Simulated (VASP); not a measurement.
# MgO (e600) (Fm-3m) in VASP: single point with PBE

Aim: the single point of MgO (e600) with PBE.

Everything below comes from runs of VASP 6.6.1. Logs are shortened: lines on timing, memory, paths and dates and some standing lists are left out, and cuts for length are marked.

## Step 1: The cell of the first run

Symmetry: Fm-3m, No. 225, cubic system. The conventional cell has a = 4.216 Å, b = 4.216 Å, c = 4.216 Å, α = 90.00°, β = 90.00°, γ = 90.00°. Within 2.8 Å of Mg (site symmetry m-3m) lie 6 O at 2.11 Å. O (site symmetry m-3m) has 6 Mg at 2.11 Å within 2.8 Å.

## Step 2: Single point, PBE

Contents of INCAR:

```
SYSTEM = MgO
PREC     = Accurate       ! precision mode
ENCUT    = 600            ! plane-wave cutoff, eV
EDIFF    = 1E-6           ! SCF threshold, eV
ISMEAR   = 0              ! smearing method
SIGMA    = 0.02           ! smearing width, eV
LREAL    = .False.        ! projectors in reciprocal space
LASPH    = .True.         ! aspherical terms in the spheres
NELM     = 120            ! most SCF steps
ALGO     = Normal         ! electronic algorithm
ISIF     = 2              ! what is computed and relaxed
LWAVE    = .False.        ! write WAVECAR
LCHARG   = .False.        ! write CHGCAR
GGA      = PE             ! functional
NBANDS   = 11             ! bands
GGA_COMPAT= .False.
```

Contents of KPOINTS:

```
Automatic mesh
0
Gamma
  10 10 10
  0 0 0
```

Contents of POSCAR:

```
MgO
1.0
    0.0000000000      2.1077686825      2.1077686825
    2.1077686825      0.0000000000      2.1077686825
    2.1077686825      2.1077686825      0.0000000000
Mg O
1 1
Direct
    0.0000000000      0.0000000000      0.0000000000
    0.5000000000      0.5000000000      0.5000000000
```

Potentials or basis: VASP PAW PBE potentials, release 64 (Mg, O).

Launch:

```
$ cat potpaw_PBE.64/Mg/POTCAR potpaw_PBE.64/O/POTCAR > POTCAR
$ mpirun -np 1 vasp_std > vasp.out
```

OUTCAR:

```text
SYSTEM = MgO
   PREC = Accurate
   ENCUT = 600
   EDIFF = 1E-6
   ISMEAR = 0
   LREAL = .False.
   LASPH = .True.
   NELM = 120
   ISIF = 2
   GGA = PE

 ion  position               nearest neighbor table
   1  0.000  0.000  0.000-   2 2.11   2 2.11   2 2.11   2 2.11   2 2.11   2 2.11
   2  0.500  0.500  0.500-   1 2.11   1 2.11   1 2.11   1 2.11   1 2.11   1 2.11

  LATTYP: Found a face centered cubic cell.
 ALAT       =     4.2155373650

  Lattice vectors:

 A1 = (   0.0000000000,   2.1077686825,   2.1077686825)
 A2 = (   2.1077686825,   0.0000000000,   2.1077686825)
 A3 = (   2.1077686825,   2.1077686825,   0.0000000000)

Analysis of symmetry for initial positions (statically):
=====================================================================
 Subroutine PRICEL returns:
 Original cell was already a primitive cell.

 Routine SETGRP: Setting up the symmetry group for a
 face centered cubic supercell.

 Subroutine GETGRP returns: Found 48 space group operations
 (whereof 48 operations were pure point group operations)
 out of a pool of 48 trial point group operations.

The static configuration has the point symmetry O_h .

Analysis of symmetry for dynamics (positions and initial velocities):
=====================================================================
 Subroutine PRICEL returns:
 Original cell was already a primitive cell.

 Routine SETGRP: Setting up the symmetry group for a
 face centered cubic supercell.

 Subroutine GETGRP returns: Found 48 space group operations
 (whereof 48 operations were pure point group operations)
 out of a pool of 48 trial point group operations.

The dynamic configuration has the point symmetry O_h .

 Subroutine INISYM returns: Found 48 space group operations
 (whereof 48 operations are pure point group operations),
 and found     1 'primitive' translations

----------------------------------------------------------------------------------------

                                     Primitive cell

  volume of cell :      18.7283

  direct lattice vectors                    reciprocal lattice vectors
     0.000000000  2.107768683  2.107768683    -0.237217681  0.237217681  0.237217681
     2.107768683  0.000000000  2.107768683     0.237217681 -0.237217681  0.237217681
     2.107768683  2.107768683  0.000000000     0.237217681  0.237217681 -0.237217681

  length of vectors
     2.980835057  2.980835057  2.980835057     0.410873077  0.410873077  0.410873077

  position of ions in fractional coordinates (direct lattice)
     0.000000000  0.000000000  0.000000000
     0.500000000  0.500000000  0.500000000

  ion indices of the primitive-cell ions
   primitive index   ion index
                 1           1
                 2           2

----------------------------------------------------------------------------------------

 KPOINTS: Automatic mesh

Automatic generation of k-mesh.
 Grid dimensions read from file:
 generate k-points for:   10   10   10

 Generating k-lattice:

  Cartesian coordinates                     Fractional coordinates (reciprocal lattice)
    -0.023721768  0.023721768  0.023721768     0.100000000  0.000000000  0.000000000
     0.023721768 -0.023721768  0.023721768     0.000000000  0.100000000  0.000000000
     0.023721768  0.023721768 -0.023721768     0.000000000  0.000000000  0.100000000

  Length of vectors
     0.041087308  0.041087308  0.041087308

  Shift w.r.t. Gamma in fractional coordinates (k-lattice)
     0.000000000  0.000000000  0.000000000

 Subroutine IBZKPT returns following result:
 ===========================================

 Found     47 irreducible k-points:

 Following reciprocal coordinates:
            Coordinates               Weight
  0.000000  0.000000  0.000000      1.000000
  0.100000  0.000000  0.000000      8.000000
  0.200000  0.000000  0.000000      8.000000
  0.300000  0.000000  0.000000      8.000000
  0.400000  0.000000  0.000000      8.000000
  0.500000  0.000000  0.000000      4.000000
[... 16 lines left out ...]
  0.300000  0.300000  0.000000      6.000000
  0.400000  0.300000  0.000000     24.000000
 [... further k-points ...]
   k-points           NKPTS =     47   k-points in BZ     NKDIM =     47   number of bands    NBANDS=     11
   number of dos      NEDOS =    301   number of ions     NIONS =      2
   total plane-waves  NPLWV =  13824
   dimension x,y,z NGX =    24 NGY =   24 NGZ =   24
   dimension x,y,z NGXF=    48 NGYF=   48 NGZF=   48
   ions per type =               1   1
   NGX,Y,Z   is equivalent  to a cutoff of  13.39, 13.39, 13.39 a.u.
   NGXF,Y,Z  is equivalent  to a cutoff of  26.77, 26.77, 26.77 a.u.
 SYSTEM =  MgO
   PREC   = accura    normal or accurate (medium, high low for compatibility)
   ISTART =      0    job   : 0-new  1-cont  2-samecut
   ICHARG =      2    charge: 1-file 2-atom 10-const
   ISPIN  =      1    spin polarized calculation?
   LNONCOLLINEAR =      F non collinear calculations
   LSORBIT =      F    spin-orbit coupling
   LASPH  =      T    aspherical Exc in radial PAW
   ENCUT  =  600.0 eV  44.10 Ry    6.64 a.u.   5.95  5.95  5.95*2*pi/ulx,y,z
   NELM   =    120;   NELMIN=  2; NELMDL= -5     # of ELM steps
   EDIFF  = 0.1E-05   stopping-criterion for ELM
   LREAL  =      F    real-space projection
   EDIFFG = 0.1E-04   stopping-criterion for IOM
   NSW    =      0    number of steps for IOM
   IBRION =     -1    ionic relax: 0-MD 1-quasi-New 2-CG
   NFREE  =      0    steps in history (QN), initial steepest desc. (CG)
   ISIF   =      2    stress and relaxation
   ISYM   =      2    0-nonsym 1-usesym 2-fastsym
   POTIM  = 0.5000    time-step for ionic-motion
   TEBEG  =    0.0;   TEEND  =   0.0 temperature during run
   PSTRESS=    0.0 pullay stress
   NELECT =       8.0000    total number of electrons
   NUPDOWN=      -1.0000    fix difference up-down
   EMIN   =  10.00;   EMAX   =-10.00  energy-range for DOS
   EFERMI =   0.00;   METHOD = LEGACY
   ISMEAR =     0;   SIGMA  =   0.02  broadening in eV -4-tet -1-fermi 0-gaus
   EFERMI_NEDOS =   21; number of points for ismear=-14 and -15
   IALGO  =     38    algorithm
   IMIX   =      4    mixing-type and parameters
     AMIX     =   0.40;   BMIX     =  1.00
     AMIX_MAG =   1.60;   BMIX_MAG =  1.00
  volume/ion in A,a.u.               =       9.36        63.19
  Fermi-wavevector in a.u.,A,eV,Ry     =   1.232930  2.329901 20.682451  1.520117
  Thomas-Fermi vector in A             =   2.367681
   LORBIT       =      0    0 simple, 1 ext, 2 COOP (PROOUT), +10 PAW based schemes
   GGA     = PE    functional components
   LHFCALC =     F    Hartree Fock is set to
   AEXX    =    0.0000 exact exchange contribution
   IVDW    =     0    specifies the selected vdW correction
   LEPSILON=     F    determine dielectric tensor
   LRPA    =     F    only Hartree local field effects (RPA)
 non-spin polarized calculation
 Gauss-broadening in eV      SIGMA  =   0.02
  energy-cutoff  :      600.00
  volume of cell :       18.73
 maximum number of plane-waves:       636
   NGX = 11   NGY = 11   NGZ = 11

 number of electron       8.0000005 magnetization

 Free energy of the ion-electron system (eV)
  ---------------------------------------------------
  ext. energy  EPLUGINS =         0.00000000
  ---------------------------------------------------
  free energy    TOTEN  =       -11.91006640 eV

  energy without entropy =      -11.91006640  energy(sigma->0) =      -11.91006640

 E-fermi :   3.3145     XC(G=0): -11.0665

 val. band max:        3.1664689439   @ k =   0.0000   0.0000   0.0000
 cond. band min:       7.8701202785   @ k =   0.0000   0.0000   0.0000
 fundamental gap:      4.7036513346
 Fermi energy:         3.3145071319

 k-point     1 :       0.0000    0.0000    0.0000
  band No.  band energies     occupation
      1     -14.0834      2.00000
      2       3.1665      2.00000
      3       3.1665      2.00000
      4       3.1665      2.00000
      5       7.8701      0.00000
      6      18.9547      0.00000
      7      18.9547      0.00000
      8      18.9547      0.00000
      9      22.8636      0.00000
     10      24.6363      0.00000
     11      24.6363      0.00000

 k-point     2 :       0.1000    0.0000    0.0000
  band No.  band energies     occupation
      1     -13.9783      2.00000
      2       2.5152      2.00000
      3       3.0992      2.00000
      4       3.0992      2.00000
      5       8.4990      0.00000
      6      17.7055      0.00000
      7      19.1937      0.00000
      8      19.1937      0.00000
      9      23.9046      0.00000
     10      23.9046      0.00000
     11      24.5159      0.00000

 k-point     3 :       0.2000    0.0000    0.0000
  band No.  band energies     occupation
      1     -13.6892      2.00000
      2       1.1970      2.00000
      3       2.9287      2.00000
      4       2.9287      2.00000
      5       9.6955      0.00000
      6      16.1919      0.00000
      7      19.6743      0.00000
      8      19.6743      0.00000
      9      23.2122      0.00000
     10      23.2122      0.00000
     11      25.3927      0.00000

 k-point     4 :       0.3000    0.0000    0.0000
  band No.  band energies     occupation
      1     -13.2989      2.00000
      2      -0.1205      2.00000
      3       2.7286      2.00000
      4       2.7286      2.00000
      5      10.6351      0.00000
      6      15.4992      0.00000
      7      19.7853      0.00000
      8      19.7853      0.00000
      9      23.6582      0.00000
     10      23.6582      0.00000
     11      24.7768      0.00000
[... 239 lines left out ...]
 k-point    22 :      -0.2000    0.2000    0.0000
  band No.  band energies     occupation
      1     -13.1830      2.00000
      2       0.0760      2.00000
      3       1.8349      2.00000
      4       2.7251      2.00000
      5      11.5885      0.00000
      6      15.0604      0.00000
      7      18.2508      0.00000
      8      20.9324      0.00000
      9      21.6277      0.00000
     10      24.5025      0.00000
     11      27.9598      0.00000

 k-point    23 :       0.3000    0.3000    0.0000
  band No.  band energies     occupation
      1     -13.0978      2.00000
      2       0.0224      2.00000
      3       2.2322      2.00000
      4       2.2322      2.00000
      5      11.9935      0.00000
      6      13.5968      0.00000
      7      17.5705      0.00000
      8      21.0739      0.00000
      9      21.0739      0.00000
     10      27.2853      0.00000
     11      30.4948      0.00000

 k-point    24 :       0.4000    0.3000    0.0000
  band No.  band energies     occupation
      1     -12.8518      2.00000
      2      -0.4002      2.00000
      3       1.8674      2.00000
      4       2.0854      2.00000
      5      12.7165      0.00000
      6      13.3393      0.00000
      7      16.7434      0.00000
      8      21.3132      0.00000
      9      21.5190      0.00000
     10      28.0249      0.00000
     11      30.0947      0.00000

 [... further k-points ...]
[... 5 lines left out ...]
  --------------------------------------------------------------------------------------
  -------------------------------------------------------------------------------------
  Total        0.3835621      0.3835621      0.3835621     -0.0000000     -0.0000000      0.0000000
  in kB       32.8131159     32.8131159     32.8131159     -0.0000000     -0.0000000      0.0000000
  external PRESSURE =      32.8131159 kB  Pullay stress =       0.0000000 kB

 VOLUME and BASIS-vectors are now :
 -----------------------------------------------------------------------------
  energy-cutoff  :      600.00
  volume of cell :       18.73
      direct lattice vectors                 reciprocal lattice vectors
     0.000000000  2.107768683  2.107768683    -0.237217681  0.237217681  0.237217681
     2.107768683  0.000000000  2.107768683     0.237217681 -0.237217681  0.237217681
     2.107768683  2.107768683  0.000000000     0.237217681  0.237217681 -0.237217681

 POSITION                                       TOTAL-FORCE (eV/Angst)
 -----------------------------------------------------------------------------------
      0.00000      0.00000      0.00000        -0.000000     -0.000000     -0.000000
      2.10777      2.10777      2.10777         0.000000      0.000000      0.000000
 -----------------------------------------------------------------------------------
    total drift:                               -0.000000     -0.000000      0.000000

  FREE ENERGIE OF THE ION-ELECTRON SYSTEM (eV)
  ---------------------------------------------------
  free  energy   TOTEN  =       -11.9100664016 eV

  energy  without entropy=      -11.9100664016  energy(sigma->0) =      -11.91006640
```

Wall time 3.7 s (1 thread of Intel Xeon 6975P-C (Granite Rapids), shared host); peak memory 0.14 GiB.

What came out:

* Free energy: -11.9101 eV
* Pressure: 3.3 GPa
* Band gap on the k mesh: 4.70 eV, direct
